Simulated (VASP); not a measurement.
A run of VASP 6.6.1:

INCAR

```
SYSTEM = GaN
  PREC = Accurate
  ENCUT = 520
  EDIFF = 1E-7
  ISMEAR = 0
  SIGMA = 0.02
  LREAL = .FALSE.
  LASPH = .TRUE.
  NELM = 100
  ALGO = Normal
  ISIF = 2
  LWAVE = .FALSE.
  LCHARG = .TRUE.
  GGA = PS
  LELF = .TRUE.
  LVHAR = .TRUE.
  NBANDS = 16
```

Contents of KPOINTS:

```
regular mesh
0
G
  12 12 12
  0 0 0
```

POSCAR

```
GaN
1.0
    0.0000000000      2.1896834925      2.1896834925
    2.1896834925      0.0000000000      2.1896834925
    2.1896834925      2.1896834925      0.0000000000
Ga N
1 1
Direct
    0.0000000000      0.0000000000      0.0000000000
    0.5000000000      0.5000000000      0.5000000000
```

Potentials or basis: VASP PAW PBE potentials, release 64 (Ga_d, N).

Run with:

```console
$ cat potpaw_PBE.64/Ga_d/POTCAR potpaw_PBE.64/N/POTCAR > POTCAR
$ mpirun -np 1 vasp_std > vasp.out
```

Hardware: 1 thread of Intel Xeon 8259CL, on a shared host.

Problem. Estimate the wall time of this run.

Solution. Run time: 21 s on 1 thread of Intel Xeon 8259CL (shared host), peak memory 0.15 GiB. Counts: scf iterations 14, k points 72.
